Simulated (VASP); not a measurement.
CaO (Lime), 2 atoms in the cell. It takes space group Fm-3m (No. 225, cubic). The conventional cell has a = 4.708 Å, b = 4.708 Å, c = 4.708 Å, α = 90.00°, β = 90.00°, γ = 90.00°. Ca (site symmetry m-3m) has 6 O at 2.35 Å within 3.1 Å. O (site symmetry m-3m) has 6 Ca at 2.35 Å within 3.1 Å. 

```yaml
Program: VASP 6.6.1
Task: single point
Functional: LDA
Potentials_or_basis: VASP PAW LDA potentials, release 64 (Ca_sv, O_h)
Cutoff: 910 eV
k_mesh: 8 × 8 × 8
Occupations: fermi-dirac, width 0.02 eV
Spin: no spin polarisation
Dipole_correction: no
Second_run: hard_potentials
Further_INCAR_settings: ALGO = Normal; EDIFF = 1e-06; NBANDS = 15
```

Potentials or basis: VASP PAW LDA potentials, release 64 (Ca_sv, O_h).

The run is started by

```sh
$ cat potpaw_LDA.64/Ca_sv/POTCAR potpaw_LDA.64/O_h/POTCAR > POTCAR
$ mpirun -np 1 vasp_std > vasp.out
```

Hardware: 1 thread of Intel(R) Xeon(R) Platinum 8559C (Emerald Rapids), with other jobs on the host.

Task: Estimate the wall time of this run.

Result: Run time: 13 s on 1 thread of Intel(R) Xeon(R) Platinum 8559C (Emerald Rapids), on a shared host, peak memory 0.19 GiB. Counts: scf iterations 12, k points 29.
